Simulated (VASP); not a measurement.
# PbS (I4/mmm) in VASP: notebook

Runs on PbS. Level: PBE. Tasks: single point.

Program: VASP 6.6.1. These are calculated values, not measurements. Logs are shortened: lines on timing, memory, paths and dates and some standing lists are left out, and cuts for length are marked.

## (1) The cell of the first run

Symmetry: I4/mmm, No. 139, tetragonal system. The conventional cell has a = 4.193 Å, b = 4.193 Å, c = 5.752 Å, α = 90.00°, β = 90.00°, γ = 90.00°. Within 3.8 Å of Pb (site symmetry 4/mmm) lie 6 S at 2.88 to 2.96 Å. S (site symmetry 4/mmm) has 6 Pb at 2.88 to 2.96 Å within 3.8 Å.

## (2) Single point, PBE (zz strain of -3 %)

INCAR reads:

```
SYSTEM = PbS
PREC     = Accurate       ! precision mode
ENCUT    = 520            ! plane-wave cutoff, eV
EDIFF    = 1E-6           ! SCF threshold, eV
ISMEAR   = -1             ! smearing method
SIGMA    = 0.01           ! smearing width, eV
LREAL    = .False.        ! projectors in reciprocal space
LASPH    = .True.         ! aspherical terms in the spheres
NELM     = 60             ! most SCF steps
ALGO     = Normal         ! electronic algorithm
ISIF     = 2              ! what is computed and relaxed
LWAVE    = .False.        ! write WAVECAR
LCHARG   = .True.         ! write CHGCAR
GGA      = PE             ! functional
LELF     = .True.         ! ELF
LVHAR    = .True.       
NBANDS   = 17             ! bands
```

KPOINTS reads:

```
Automatic mesh
0
Gamma
  8 8 8
  0 0 0
```

POSCAR reads:

```
PbS
1.0
    0.0000000000      2.9650000000      2.8760500000
    2.9650000000      0.0000000000      2.8760500000
    2.9650000000      2.9650000000      0.0000000000
Pb S
1 1
Direct
    0.0000000000      0.0000000000      0.0000000000
    0.5000000000      0.5000000000      0.5000000000
```

Potentials or basis: VASP PAW PBE potentials, release 64 (Pb_d, S).

Run with:

```bash
$ cat potpaw_PBE.64/Pb_d/POTCAR potpaw_PBE.64/S/POTCAR > POTCAR
$ mpirun -np 1 vasp_std > vasp.out
```

OUTCAR:

```text
SYSTEM = PbS
   PREC = Accurate
   ENCUT = 520
   EDIFF = 1E-6
   ISMEAR = -1
   LREAL = .False.
   LASPH = .True.
   NELM = 60
   ISIF = 2
   GGA = PE

 ion  position               nearest neighbor table
   1  0.000  0.000  0.000-   2 2.88   2 2.88   2 2.96   2 2.96   2 2.96   2 2.96
   2  0.500  0.500  0.500-   1 2.88   1 2.88   1 2.96   1 2.96   1 2.96   1 2.96

  LATTYP: Found a body centered tetragonal cell.
 ALAT       =     4.1931432124
 C/A-ratio  =     1.3717871555

  Lattice vectors:

 A1 = (   0.0000000000,  -2.9650000000,  -2.8760500000)
 A2 = (   0.0000000000,   2.9650000000,  -2.8760500000)
 A3 = (   2.9650000000,   0.0000000000,   2.8760500000)

Analysis of symmetry for initial positions (statically):
=====================================================================
 Subroutine PRICEL returns:
 Original cell was already a primitive cell.

 Routine SETGRP: Setting up the symmetry group for a
 body centered tetragonal supercell.

 Subroutine GETGRP returns: Found 16 space group operations
 (whereof 16 operations were pure point group operations)
 out of a pool of 16 trial point group operations.

The static configuration has the point symmetry D_4h.

Analysis of symmetry for dynamics (positions and initial velocities):
=====================================================================
 Subroutine PRICEL returns:
 Original cell was already a primitive cell.

 Routine SETGRP: Setting up the symmetry group for a
 body centered tetragonal supercell.

 Subroutine GETGRP returns: Found 16 space group operations
 (whereof 16 operations were pure point group operations)
 out of a pool of 16 trial point group operations.

The dynamic configuration has the point symmetry D_4h.

 Subroutine INISYM returns: Found 16 space group operations
 (whereof 16 operations are pure point group operations),
 and found     1 'primitive' translations

----------------------------------------------------------------------------------------

                                     Primitive cell

  volume of cell :      50.5680

  direct lattice vectors                    reciprocal lattice vectors
     0.000000000  2.965000000  2.876050000    -0.168634064  0.168634064  0.173849551
     2.965000000  0.000000000  2.876050000     0.168634064 -0.168634064  0.173849551
     2.965000000  2.965000000  0.000000000     0.168634064  0.168634064 -0.173849551

  length of vectors
     4.130724949  4.130724949  4.193143212     0.295124654  0.295124654  0.295124654

  position of ions in fractional coordinates (direct lattice)
     0.000000000  0.000000000  0.000000000
     0.500000000  0.500000000  0.500000000

  ion indices of the primitive-cell ions
   primitive index   ion index
                 1           1
                 2           2

----------------------------------------------------------------------------------------

 KPOINTS: Automatic mesh

Automatic generation of k-mesh.
 Grid dimensions read from file:
 generate k-points for:    8    8    8

 Generating k-lattice:

  Cartesian coordinates                     Fractional coordinates (reciprocal lattice)
    -0.021079258  0.021079258  0.021731194     0.125000000 -0.000000000  0.000000000
     0.021079258 -0.021079258  0.021731194    -0.000000000  0.125000000  0.000000000
     0.021079258  0.021079258 -0.021731194     0.000000000  0.000000000  0.125000000

  Length of vectors
     0.036890582  0.036890582  0.036890582

  Shift w.r.t. Gamma in fractional coordinates (k-lattice)
     0.000000000  0.000000000  0.000000000

 Subroutine IBZKPT returns following result:
 ===========================================

 Found     59 irreducible k-points:

 Following reciprocal coordinates:
            Coordinates               Weight
  0.000000  0.000000  0.000000      1.000000
  0.125000  0.000000  0.000000      8.000000
  0.250000  0.000000  0.000000      8.000000
  0.375000  0.000000  0.000000      8.000000
  0.500000  0.000000  0.000000      4.000000
  0.125000  0.125000  0.000000      2.000000
[... 16 lines left out ...]
  0.250000  0.000000  0.125000     16.000000
  0.375000  0.000000  0.125000     16.000000
 [... further k-points ...]
   k-points           NKPTS =     59   k-points in BZ     NKDIM =     59   number of bands    NBANDS=     17
   number of dos      NEDOS =    301   number of ions     NIONS =      2
   total plane-waves  NPLWV =  32768
   dimension x,y,z NGX =    32 NGY =   32 NGZ =   32
   dimension x,y,z NGXF=    64 NGYF=   64 NGZF=   64
   ions per type =               1   1
   NGX,Y,Z   is equivalent  to a cutoff of  12.88, 12.88, 12.69 a.u.
   NGXF,Y,Z  is equivalent  to a cutoff of  25.76, 25.76, 25.37 a.u.
 SYSTEM =  PbS
   PREC   = accura    normal or accurate (medium, high low for compatibility)
   ISTART =      0    job   : 0-new  1-cont  2-samecut
   ICHARG =      2    charge: 1-file 2-atom 10-const
   ISPIN  =      1    spin polarized calculation?
   LNONCOLLINEAR =      F non collinear calculations
   LSORBIT =      F    spin-orbit coupling
   LASPH  =      T    aspherical Exc in radial PAW
   ENCUT  =  520.0 eV  38.22 Ry    6.18 a.u.   7.68  7.68  7.80*2*pi/ulx,y,z
   NELM   =     60;   NELMIN=  2; NELMDL= -5     # of ELM steps
   EDIFF  = 0.1E-05   stopping-criterion for ELM
   LREAL  =      F    real-space projection
   EDIFFG = 0.1E-04   stopping-criterion for IOM
   NSW    =      0    number of steps for IOM
   IBRION =     -1    ionic relax: 0-MD 1-quasi-New 2-CG
   NFREE  =      0    steps in history (QN), initial steepest desc. (CG)
   ISIF   =      2    stress and relaxation
   ISYM   =      2    0-nonsym 1-usesym 2-fastsym
   POTIM  = 0.5000    time-step for ionic-motion
   TEBEG  =    0.0;   TEEND  =   0.0 temperature during run
   PSTRESS=    0.0 pullay stress
   NELECT =      20.0000    total number of electrons
   NUPDOWN=      -1.0000    fix difference up-down
   EMIN   =  10.00;   EMAX   =-10.00  energy-range for DOS
   EFERMI =   0.00;   METHOD = LEGACY
   ISMEAR =    -1;   SIGMA  =   0.01  broadening in eV -4-tet -1-fermi 0-gaus
   EFERMI_NEDOS =   21; number of points for ismear=-14 and -15
   IALGO  =     38    algorithm
   IMIX   =      4    mixing-type and parameters
     AMIX     =   0.40;   BMIX     =  1.00
     AMIX_MAG =   1.60;   BMIX_MAG =  1.00
  volume/ion in A,a.u.               =      25.28       170.62
  Fermi-wavevector in a.u.,A,eV,Ry     =   1.201691  2.270867 19.647653  1.444062
  Thomas-Fermi vector in A             =   2.337493
   LORBIT       =      0    0 simple, 1 ext, 2 COOP (PROOUT), +10 PAW based schemes
   GGA     = PE    functional components
   LHFCALC =     F    Hartree Fock is set to
   AEXX    =    0.0000 exact exchange contribution
   IVDW    =     0    specifies the selected vdW correction
   LEPSILON=     F    determine dielectric tensor
   LRPA    =     F    only Hartree local field effects (RPA)
 non-spin polarized calculation
  energy-cutoff  :      520.00
  volume of cell :       50.57
 maximum number of plane-waves:      1387
   NGX = 15   NGY = 15   NGZ = 15

 number of electron      19.9999995 magnetization

 Free energy of the ion-electron system (eV)
  ---------------------------------------------------
  ext. energy  EPLUGINS =         0.00000000
  ---------------------------------------------------
  free energy    TOTEN  =        -8.70839169 eV

  energy without entropy =       -8.70839162  energy(sigma->0) =       -8.70839166

 E-fermi :   6.4093     XC(G=0):  -9.8287

 val. band max:        6.3013415819   @ k =   0.5000   0.0000   0.0000
 cond. band min:       6.5171768009   @ k =   0.5000   0.0000   0.0000
 fundamental gap:      0.2158352190
 Fermi energy:         6.4092591071

 k-point     1 :       0.0000    0.0000    0.0000
  band No.  band energies     occupation
      1     -10.6414      2.00000
      2     -10.6348      2.00000
      3     -10.6348      2.00000
      4     -10.6319      2.00000
      5     -10.6141      2.00000
      6      -7.6482      2.00000
[... 9 lines left out ...]
     16      13.0172      0.00000
     17      14.8096      0.00000

 k-point     2 :       0.1250    0.0000    0.0000
  band No.  band energies     occupation
      1     -10.6395      2.00000
      2     -10.6374      2.00000
      3     -10.6322      2.00000
      4     -10.6258      2.00000
      5     -10.6164      2.00000
      6      -7.5085      2.00000
[... 9 lines left out ...]
     16      13.3255      0.00000
     17      16.0837      0.00000

 k-point     3 :       0.2500    0.0000    0.0000
  band No.  band energies     occupation
      1     -10.6488      2.00000
      2     -10.6410      2.00000
      3     -10.6341      2.00000
      4     -10.6081      2.00000
      5     -10.6060      2.00000
      6      -7.1190      2.00000
[... 9 lines left out ...]
     16      14.1472      0.00000
     17      18.1032      0.00000

 k-point     4 :       0.3750    0.0000    0.0000
  band No.  band energies     occupation
      1     -10.6602      2.00000
      2     -10.6512      2.00000
      3     -10.6349      2.00000
      4     -10.5928      2.00000
      5     -10.5860      2.00000
      6      -6.6082      2.00000
[... 9 lines left out ...]
     16      15.4209      0.00000
     17      18.1461      0.00000

 k-point     5 :       0.5000    0.0000    0.0000
  band No.  band energies     occupation
      1     -10.6650      2.00000
      2     -10.6561      2.00000
      3     -10.6350      2.00000
      4     -10.5862      2.00000
      5     -10.5777      2.00000
      6      -6.3288      2.00000
[... 9 lines left out ...]
     16      16.4063      0.00000
     17      16.8818      0.00000

 k-point     6 :       0.1250    0.1250    0.0000
  band No.  band energies     occupation
      1     -10.6460      2.00000
      2     -10.6271      2.00000
      3     -10.6257      2.00000
      4     -10.6247      2.00000
      5     -10.6247      2.00000
      6      -7.4517      2.00000
[... 9 lines left out ...]
     16      14.1109      0.00000
     17      15.3317      0.00000

 k-point     7 :       0.2500    0.1250    0.0000
  band No.  band energies     occupation
      1     -10.6488      2.00000
      2     -10.6431      2.00000
      3     -10.6335      2.00000
      4     -10.6126      2.00000
      5     -10.6041      2.00000
      6      -7.1285      2.00000
[... 9 lines left out ...]
     16      14.9311      0.00000
     17      16.6635      0.00000

 k-point     8 :       0.3750    0.1250    0.0000
  band No.  band energies     occupation
      1     -10.6657      2.00000
      2     -10.6449      2.00000
      3     -10.6406      2.00000
      4     -10.6011      2.00000
      5     -10.5840      2.00000
      6      -6.6352      2.00000
[... 9 lines left out ...]
     16      16.0349      0.00000
     17      18.0201      0.00000
[... 203 lines left out ...]
      1     -10.7849      2.00000
      2     -10.6656      2.00000
      3     -10.6064      2.00000
      4     -10.5698      2.00000
      5     -10.5663      2.00000
      6      -5.8217      2.00000
[... 9 lines left out ...]
     16      17.7871      0.00000
     17      18.0032      0.00000

 k-point    20 :      -0.3750    0.3750    0.0000
  band No.  band energies     occupation
      1     -10.7629      2.00000
      2     -10.6500      2.00000
      3     -10.6189      2.00000
      4     -10.5811      2.00000
      5     -10.5717      2.00000
      6      -5.7866      2.00000
[... 9 lines left out ...]
     16      17.2793      0.00000
     17      19.3029      0.00000

 k-point    21 :       0.5000    0.5000    0.0000
  band No.  band energies     occupation
      1     -10.8084      2.00000
      2     -10.6731      2.00000
      3     -10.5988      2.00000
      4     -10.5618      2.00000
      5     -10.5618      2.00000
      6      -5.7193      2.00000
[... 9 lines left out ...]
     16      18.4138      0.00000
     17      18.4148      0.00000

 k-point    22 :       0.1250    0.0000    0.1250
  band No.  band energies     occupation
      1     -10.6438      2.00000
      2     -10.6388      2.00000
      3     -10.6331      2.00000
      4     -10.6242      2.00000
      5     -10.6138      2.00000
      6      -7.4626      2.00000
[... 9 lines left out ...]
     16      14.1415      0.00000
     17      15.3421      0.00000

 k-point    23 :       0.2500    0.0000    0.1250
  band No.  band energies     occupation
      1     -10.6616      2.00000
      2     -10.6390      2.00000
      3     -10.6283      2.00000
      4     -10.6175      2.00000
      5     -10.6031      2.00000
      6      -7.1535      2.00000
[... 9 lines left out ...]
     16      14.8830      0.00000
     17      16.6442      0.00000

 k-point    24 :       0.3750    0.0000    0.1250
  band No.  band energies     occupation
      1     -10.6762      2.00000
      2     -10.6386      2.00000
      3     -10.6326      2.00000
      4     -10.6066      2.00000
      5     -10.5868      2.00000
      6      -6.6718      2.00000
[... 9 lines left out ...]
     16      15.9121      0.00000
     17      18.0226      0.00000

 [... further k-points ...]

------------------------ aborting loop because EDIFF is reached ----------------------------------------

  FORCE on cell =-STRESS in cart. coord.  units (eV):
  Direction    XX          YY          ZZ          XY          YZ          ZX
  --------------------------------------------------------------------------------------
  -------------------------------------------------------------------------------------
  Total        0.8740278      0.8740278      2.4037057      0.0000000     -0.0000000     -0.0000000
  in kB       27.6923617     27.6923617     76.1580902      0.0000000     -0.0000000     -0.0000000
  external PRESSURE =      43.8476045 kB  Pullay stress =       0.0000000 kB

 VOLUME and BASIS-vectors are now :
 -----------------------------------------------------------------------------
  energy-cutoff  :      520.00
  volume of cell :       50.57
      direct lattice vectors                 reciprocal lattice vectors
     0.000000000  2.965000000  2.876050000    -0.168634064  0.168634064  0.173849551
     2.965000000  0.000000000  2.876050000     0.168634064 -0.168634064  0.173849551
     2.965000000  2.965000000  0.000000000     0.168634064  0.168634064 -0.173849551

 POSITION                                       TOTAL-FORCE (eV/Angst)
 -----------------------------------------------------------------------------------
      0.00000      0.00000      0.00000         0.000000      0.000000     -0.000000
      2.96500      2.96500      2.87605        -0.000000     -0.000000      0.000000
 -----------------------------------------------------------------------------------
    total drift:                                0.000000     -0.000000     -0.000000

  FREE ENERGIE OF THE ION-ELECTRON SYSTEM (eV)
  ---------------------------------------------------
  free  energy   TOTEN  =        -8.7083916950 eV

  energy  without entropy=       -8.7083916192  energy(sigma->0) =       -8.70839166
```

Wall time 52 s (1 thread of AMD EPYC 7R43 (Zen 3), shared host); peak memory 0.16 GiB.

What came out:

* Free energy: -8.7084 eV
* Pressure: 4.4 GPa
* Band gap on the k mesh: 0.22 eV, direct

Stress tensor (GPa, compression positive):
```
2.77 0.00 0.00
0.00 2.77 0.00
0.00 0.00 7.62
```

Caveat: the cell differs from its parent crystal (zz strain of -3 %); spin-orbit coupling is left out, which moves the levels of the heavy elements. A k mesh can miss the band edges.

[end of part 1 of 2]
